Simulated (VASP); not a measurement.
Runs of VASP 6.6.1 on Ba. The structure is that of space group Im-3m (No. 229), or close to it. The cells are those of the table. 

| task | cell | cutoff (eV) | smearing | gap on the mesh (eV) | pressure (GPa) | relaxed volume (Å³/atom) |
| --- | --- | --- | --- | --- | --- | --- |
| single point | a = 4.115 Å, angles 109.5°, 1 atom | 520 | gaussian 0.1 eV | none | 0.1 | - |
| relaxation of cell and atoms | relaxed from a = 4.115 Å, angles 109.5°, 1 atom | 600 | fermi-dirac 0.15 eV | none | 0.0 | 54.53 |
| relaxation of cell and atoms | relaxed from a = 4.115 Å, angles 109.5°, 1 atom | 600 | gaussian 0.1 eV | none | 0.0 | (a) |
| single point | a = 4.126 Å, angles 109.5°, 1 atom | 520 | fermi-dirac 0.15 eV | none | 0.1 | - |

Alike in all rows: level LDA; potentials or basis VASP PAW LDA potentials, release 64 (Ba_sv); no spin polarisation; k mesh 12 × 12 × 12.

Problem. Estimate the missing entries.

Solution. (a) 54.07.

Caveats: spin-orbit coupling is left out, which moves the levels of the heavy elements.

A k mesh can miss the band edges, and the runs leave out spin-orbit coupling on Ba.

A gap of «none» marks levels without a gap at the run's occupations.
